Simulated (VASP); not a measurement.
# Sc (P6_3/mmc) in VASP: notebook

Sc is run at these levels: PBEsol; tasks: relaxation of cell and atoms.

Program: VASP 6.6.1. These are calculated values, not measurements. Logs are shortened: lines on timing, memory, paths and dates and some standing lists are left out, and cuts for length are marked.

### 1 The cell of the first run

Symmetry: P6_3/mmc, No. 194, hexagonal system. Conventional cell: a = 3.234 Å, b = 3.234 Å, c = 10.510 Å, α = 90.00°, β = 90.00°, γ = 120.00°. Within 4.2 Å of Sc (site symmetry -3m) lie 12 Sc at 3.22 to 3.23 Å. Sc (site symmetry -6m2) has 12 Sc at 3.22 to 3.23 Å within 4.2 Å.

### 2 Relaxation of cell and atoms, PBEsol, target pressure -0.46 GPa, at which the enthalpy is minimised

INCAR

```
PREC     = Accurate       # precision mode
ENCUT    = 600            # plane-wave cutoff, eV
EDIFF    = 1E-7           # SCF threshold, eV
ISMEAR   = -1             # smearing method
SIGMA    = 0.05           # smearing width, eV
LREAL    = False          # projectors in reciprocal space
LASPH    = True           # aspherical terms in the spheres
NELM     = 60             # most SCF steps
ALGO     = Normal         # electronic algorithm
ISIF     = 3              # what is computed and relaxed
LWAVE    = False          # write WAVECAR
LCHARG   = False          # write CHGCAR
GGA      = PS             # functional
IBRION   = 2              # ionic algorithm
NSW      = 60             # ionic steps
EDIFFG   = -0.005         # ionic threshold
PSTRESS  = -4.6000000000000005
```

KPOINTS

```
regular mesh
0
Gamma
  11 11 3
```

POSCAR

```
Sc
1.0
    3.2337949348      0.0000000000      0.0000000000
   -1.6168974674      2.8005485641      0.0000000000
    0.0000000000      0.0000000000     10.5098335379
Sc
4
Direct
    0.0000000000      0.0000000000      0.0000000000
    0.0000000000      0.0000000000      0.5000000000
    0.3333333333      0.6666666667      0.2500000000
    0.6666666667      0.3333333333      0.7500000000
```

Potentials or basis: VASP PAW PBE potentials, release 64 (Sc_sv).

Started as:

```bash
cat potpaw_PBE.64/Sc_sv/POTCAR > POTCAR
mpirun -np 1 vasp_std > vasp.out
```

OUTCAR:

```text
PREC = Accurate
   ENCUT = 600
   EDIFF = 1E-7
   ISMEAR = -1
   LREAL = False
   LASPH = True
   NELM = 60
   ISIF = 3
   GGA = PS
   IBRION = 2
   NSW = 60
   EDIFFG = -0.005
   PSTRESS = -4.6000000000000005

 ion  position               nearest neighbor table
   1  0.000  0.000  0.000-   3 3.22   4 3.22   3 3.22   4 3.22   4 3.22   3 3.22
   2  0.000  0.000  0.500-   3 3.22   4 3.22   3 3.22   4 3.22   4 3.22   3 3.22
   3  0.333  0.667  0.250-   1 3.22   2 3.22   1 3.22   2 3.22   1 3.22   2 3.22
   4  0.667  0.333  0.750-   1 3.22   2 3.22   1 3.22   2 3.22   1 3.22   2 3.22

  LATTYP: Found a hexagonal cell.
 ALAT       =     3.2337949348
 C/A-ratio  =     3.2499999999

  Lattice vectors:

 A1 = (   3.2337949348,   0.0000000000,   0.0000000000)
 A2 = (  -1.6168974674,   2.8005485641,   0.0000000000)
 A3 = (   0.0000000000,   0.0000000000,  10.5098335379)

Analysis of symmetry for initial positions (statically):
=====================================================================
 Subroutine PRICEL returns:
 Original cell was already a primitive cell.

 Routine SETGRP: Setting up the symmetry group for a
 hexagonal supercell.

 Subroutine GETGRP returns: Found 24 space group operations
 (whereof 12 operations were pure point group operations)
 out of a pool of 24 trial point group operations.

The static configuration has the point symmetry D_3d.
 The point group associated with its full space group is D_6h.

Analysis of symmetry for dynamics (positions and initial velocities):
=====================================================================
 Subroutine PRICEL returns:
 Original cell was already a primitive cell.

 Routine SETGRP: Setting up the symmetry group for a
 hexagonal supercell.

 Subroutine GETGRP returns: Found 24 space group operations
 (whereof 12 operations were pure point group operations)
 out of a pool of 24 trial point group operations.

The dynamic configuration has the point symmetry D_3d.
 The point group associated with its full space group is D_6h.

 Subroutine INISYM returns: Found 24 space group operations
 (whereof 12 operations are pure point group operations),
 and found     1 'primitive' translations

----------------------------------------------------------------------------------------

                                     Primitive cell

  volume of cell :      95.1813

  direct lattice vectors                    reciprocal lattice vectors
     3.233794935  0.000000000  0.000000000     0.309234203  0.178536450  0.000000000
    -1.616897467  2.800548564  0.000000000     0.000000000  0.357072901  0.000000000
     0.000000000  0.000000000 10.509833538     0.000000000  0.000000000  0.095148986

  length of vectors
     3.233794935  3.233794935 10.509833538     0.357072901  0.357072901  0.095148986

  position of ions in fractional coordinates (direct lattice)
     0.000000000  0.000000000  0.000000000
     0.000000000  0.000000000  0.500000000
     0.333333333  0.666666667  0.250000000
     0.666666667  0.333333333  0.750000000

  ion indices of the primitive-cell ions
   primitive index   ion index
                 1           1
                 2           2
                 3           3
                 4           4

----------------------------------------------------------------------------------------

 KPOINTS: regular mesh

Automatic generation of k-mesh.
 Grid dimensions read from file:
 generate k-points for:   11   11    3

 Generating k-lattice:

  Cartesian coordinates                     Fractional coordinates (reciprocal lattice)
     0.028112200  0.016230586  0.000000000     0.090909091  0.000000000  0.000000000
     0.000000000  0.032461173  0.000000000     0.000000000  0.090909091  0.000000000
     0.000000000  0.000000000  0.031716329     0.000000000  0.000000000  0.333333333

  Length of vectors
     0.032461173  0.032461173  0.031716329

  Shift w.r.t. Gamma in fractional coordinates (k-lattice)
     0.000000000  0.000000000  0.000000000

 Subroutine IBZKPT returns following result:
 ===========================================

 Found     32 irreducible k-points:

 Following reciprocal coordinates:
            Coordinates               Weight
  0.000000  0.000000  0.000000      1.000000
  0.090909 -0.000000  0.000000      6.000000
  0.181818 -0.000000  0.000000      6.000000
  0.272727 -0.000000  0.000000      6.000000
  0.363636 -0.000000  0.000000      6.000000
  0.454545 -0.000000  0.000000      6.000000
[... 16 lines left out ...]
  0.090909  0.090909  0.333333     12.000000
  0.181818  0.090909  0.333333     24.000000
 [... further k-points ...]
   k-points           NKPTS =     32   k-points in BZ     NKDIM =     32   number of bands    NBANDS=     26
   number of dos      NEDOS =    301   number of ions     NIONS =      4
   total plane-waves  NPLWV =  65856
   dimension x,y,z NGX =    28 NGY =   28 NGZ =   84
   dimension x,y,z NGXF=    56 NGYF=   56 NGZF=  168
   ions per type =               4
   NGX,Y,Z   is equivalent  to a cutoff of  14.39, 14.39, 13.29 a.u.
   NGXF,Y,Z  is equivalent  to a cutoff of  28.79, 28.79, 26.57 a.u.
 SYSTEM =  unknown system
   PREC   = accura    normal or accurate (medium, high low for compatibility)
   ISTART =      0    job   : 0-new  1-cont  2-samecut
   ICHARG =      2    charge: 1-file 2-atom 10-const
   ISPIN  =      1    spin polarized calculation?
   LNONCOLLINEAR =      F non collinear calculations
   LSORBIT =      F    spin-orbit coupling
   LASPH  =      T    aspherical Exc in radial PAW
   ENCUT  =  600.0 eV  44.10 Ry    6.64 a.u.   6.46  6.46 20.99*2*pi/ulx,y,z
   NELM   =     60;   NELMIN=  2; NELMDL= -5     # of ELM steps
   EDIFF  = 0.1E-06   stopping-criterion for ELM
   LREAL  =      F    real-space projection
   EDIFFG = -.5E-02   stopping-criterion for IOM
   NSW    =     60    number of steps for IOM
   IBRION =      2    ionic relax: 0-MD 1-quasi-New 2-CG
   NFREE  =      1    steps in history (QN), initial steepest desc. (CG)
   ISIF   =      3    stress and relaxation
   ISYM   =      2    0-nonsym 1-usesym 2-fastsym
   POTIM  = 0.5000    time-step for ionic-motion
   TEBEG  =    0.0;   TEEND  =   0.0 temperature during run
   PSTRESS=   -4.6 pullay stress
   NELECT =      44.0000    total number of electrons
   NUPDOWN=      -1.0000    fix difference up-down
   EMIN   =  10.00;   EMAX   =-10.00  energy-range for DOS
   EFERMI =   0.00;   METHOD = LEGACY
   ISMEAR =    -1;   SIGMA  =   0.05  broadening in eV -4-tet -1-fermi 0-gaus
   EFERMI_NEDOS =   21; number of points for ismear=-14 and -15
   IALGO  =     38    algorithm
   IMIX   =      4    mixing-type and parameters
     AMIX     =   0.40;   BMIX     =  1.00
     AMIX_MAG =   1.60;   BMIX_MAG =  1.00
  volume/ion in A,a.u.               =      23.80       160.58
  Fermi-wavevector in a.u.,A,eV,Ry     =   1.265830  2.392071 21.800950  1.602325
  Thomas-Fermi vector in A             =   2.399062
   LORBIT       =      0    0 simple, 1 ext, 2 COOP (PROOUT), +10 PAW based schemes
   GGA     = PS    functional components
   LHFCALC =     F    Hartree Fock is set to
   AEXX    =    0.0000 exact exchange contribution
   IVDW    =     0    specifies the selected vdW correction
   LEPSILON=     F    determine dielectric tensor
   LRPA    =     F    only Hartree local field effects (RPA)
 conjugate gradient relaxation of ions
 non-spin polarized calculation
  energy-cutoff  :      600.00
  volume of cell :       95.18
 maximum number of plane-waves:      3221
 NGX is ok and might be reduce to    28

--------------------------------------- Ionic step        1  -------------------------------------------

 number of electron      44.0000003 magnetization

 Free energy of the ion-electron system (eV)
  ---------------------------------------------------
  ext. energy  EPLUGINS =         0.00000000
  ---------------------------------------------------
  free energy    TOTEN  =       -26.36146644 eV

  energy without entropy =      -26.29779196  energy(sigma->0) =      -26.32962920

------------------------ aborting loop because EDIFF is reached ----------------------------------------

  FORCE on cell =-STRESS in cart. coord.  units (eV):
  Direction    XX          YY          ZZ          XY          YZ          ZX
  --------------------------------------------------------------------------------------
  -------------------------------------------------------------------------------------
  Total       -0.0055480     -0.0055480     -0.7157381      0.0000000      0.0000000      0.0000000
  in kB       -0.0933881     -0.0933881    -12.0479546      0.0000000      0.0000000      0.0000000
  external PRESSURE =       0.5217564 kB  Pullay stress =      -4.6000000 kB
[... 105 lines left out ...]
  enthalpy is  TOTEN    =       -26.6391767816 eV   P V=       -0.2739041008

--------------------------------------- Ionic step        4  -------------------------------------------

 number of electron      43.9999998 magnetization

 Free energy of the ion-electron system (eV)
  ---------------------------------------------------
  ext. energy  EPLUGINS =         0.00000000
  ---------------------------------------------------
  free energy    TOTEN  =       -26.36580559 eV

  energy without entropy =      -26.30224969  energy(sigma->0) =      -26.33402764

 E-fermi :   3.8112     XC(G=0): -10.1314

 val. band max:        3.7936614265   @ k =   0.3636   0.1818   0.3333
 cond. band min:       3.8124993010   @ k =   0.2727  -0.0000   0.3333
 fundamental gap:      0.0188378745
 Fermi energy:         3.8112459135

 k-point     1 :       0.0000    0.0000    0.0000
  band No.  band energies     occupation
      1     -45.3132      2.00000
      2     -45.2821      2.00000
      3     -45.2656      2.00000
      4     -45.2343      2.00000
      5     -24.2595      2.00000
      6     -24.0460      2.00000
[... 685 lines left out ...]
     25       4.8183      0.00000
     26       4.8616      0.00000

 [... further k-points ...]
[... 5 lines left out ...]
  --------------------------------------------------------------------------------------
  -------------------------------------------------------------------------------------
  Total       -0.2572391     -0.2572391     -0.2541820      0.0000000      0.0000000     -0.0000000
  in kB       -4.3281931     -4.3281931     -4.2767562      0.0000000      0.0000000     -0.0000000
  external PRESSURE =       0.2889525 kB  Pullay stress =      -4.6000000 kB
[... 19 lines left out ...]
  FREE ENERGIE OF THE ION-ELECTRON SYSTEM (eV)
  ---------------------------------------------------
  free  energy   TOTEN  =       -26.3658055930 eV

  energy  without entropy=      -26.3022496892  energy(sigma->0) =      -26.33402764

  enthalpy is  TOTEN    =       -26.6391990543 eV   P V=       -0.2733934614

 reached required accuracy - stopping structural energy minimisation
```

Wall time 5.5 min (1 thread of Oxide Virtual Turin-like, shared host); peak memory 0.25 GiB.

What came out:

```
Free energy                                            : -26.3658 eV
Relaxed volume                                         : 23.81 Å³/atom
Relaxed cell                                           : a = 3.255 Å, b = 3.255 Å, c = 10.380 Å, α = 90.00°, β = 90.00°, γ = 120.00°
Space group after relaxing (to 0.05 Å)                 : P6_3/mmc (No. 194)
Energy change on relaxing (the enthalpy is what falls) : -1.1 meV/atom
Ionic steps                                            : 4
Pressure after relaxing                                : -0.4 GPa
Band gap on the k mesh                                 : zero (band 22 reaches 4.65 eV, above the bottom of band 23 at 3.56 eV)
```

Step by step:
```csv
step,energy change (eV),largest force (eV/Å),pressure (GPa),volume (Å³)
1,0.0000,0.0000,-0.41,95.18
2,-0.0028,0.0000,-0.47,95.29
3,-0.0038,0.0000,-0.53,95.40
4,-0.0043,0.0000,-0.43,95.22
```

Final structure:
```
CELL_PARAMETERS angstrom
3.25459 0.00000 0.00000
-1.62730 2.81856 0.00000
0.00000 0.00000 10.38047
ATOMIC_POSITIONS crystal
Sc 0.00000 0.00000 0.00000
Sc 0.00000 0.00000 0.50000
Sc 0.33333 0.66667 0.25000
Sc 0.66667 0.33333 0.75000
```

Caveat: the cell is relaxed towards a set pressure, so the enthalpy falls and the energy may rise; the PAW data sets were made with another functional, which shifts forces and pressure a little.

### 3 Relaxation of cell and atoms, PBEsol, target pressure -0.46 GPa, at which the enthalpy is minimised

This run uses another cell than the first one: it holds 2 atoms, not 4.

INCAR

```
PREC = Accurate
ENCUT = 600
EDIFF = 1E-6
ISMEAR = -1
SIGMA = 0.05
LREAL = False
LASPH = True
NELM = 60
ALGO = Normal
ISIF = 3
LWAVE = False
LCHARG = False
GGA = PS
IBRION = 2
NSW = 60
EDIFFG = -0.005
PSTRESS = -4.6000000000000005
```

KPOINTS

```
Automatic mesh
0
Gamma
  14 14 8
```

POSCAR

```
Sc
1.0
    3.2371184673      0.0000000000      0.0000000000
   -1.6185592337      2.8034268278      0.0000000000
    0.0000000000      0.0000000000      5.2441319171
Sc
2
Direct
    0.3333333333      0.6666666667      0.2500000000
    0.6666666667      0.3333333333      0.7500000000
```

Potentials or basis: VASP PAW PBE potentials, release 64 (Sc_sv).

Started as:

```bash
cat potpaw_PBE.64/Sc_sv/POTCAR > POTCAR
mpirun -np 1 vasp_std > vasp.out
```

Run time: 7.2 min. Hardware: 1 thread of Oxide Virtual Turin-like, shared host; peak memory 0.21 GiB.

It converged, with:

- Free energy: -13.2277 eV
- Relaxed volume: 23.87 Å³/atom
- Relaxed cell: a = 3.287 Å, b = 3.287 Å, c = 5.103 Å, α = 90.00°, β = 90.00°, γ = 120.00°
- Space group after relaxing (to 0.05 Å): P6_3/mmc (No. 194)
- Energy change on relaxing (the enthalpy is what falls): -6.7 meV/atom
- Ionic steps: 5
- Pressure after relaxing: -0.5 GPa
- Band gap on the k mesh: zero (band 11 reaches 4.77 eV, above the bottom of band 12 at 3.21 eV)

The path:
```csv
step,energy change (eV),largest force (eV/Å),pressure (GPa),volume (Å³)
1,0.0000,0.0000,-0.18,47.59
2,-0.0102,0.0000,-0.57,47.87
3,-0.0120,0.0000,-0.84,48.07
4,-0.0136,0.0000,-0.35,47.64
5,-0.0134,0.0000,-0.46,47.73
```

Final structure:
```
CELL_PARAMETERS angstrom
3.28660 0.00000 0.00000
-1.64330 2.84628 0.00000
0.00000 0.00000 5.10278
ATOMIC_POSITIONS crystal
Sc 0.33333 0.66667 0.25000
Sc 0.66667 0.33333 0.75000
```

Levels at points of the mesh, in eV from the Fermi level:
| k point | band 8 | band 9 | band 10 | band 11 | band 12 | band 13 | band 14 | band 15 |
| --- | --- | --- | --- | --- | --- | --- | --- | --- |
| (0.00, 0.00, 0.00) | -27.58 | -5.19 | -1.68 | 0.72 | 1.62 | 1.62 | 1.92 | 2.10 |
| (0.50, 0.00, 0.00) | -27.65 | -1.64 | -1.10 | -0.71 | -0.33 | 1.35 | 1.35 | 1.94 |
| (0.00, 0.00, 0.50) | -27.65 | -3.60 | -3.60 | 1.01 | 1.01 | 1.53 | 1.53 | 1.53 |
| (0.50, 0.00, 0.50) | -27.70 | -1.52 | -1.52 | 0.08 | 0.08 | 1.34 | 1.34 | 2.43 |

Caveat: the cell is relaxed towards a set pressure, so the enthalpy falls and the energy may rise; the PAW data sets were made with another functional, which shifts forces and pressure a little.

(Continued in part 2 of 2.)
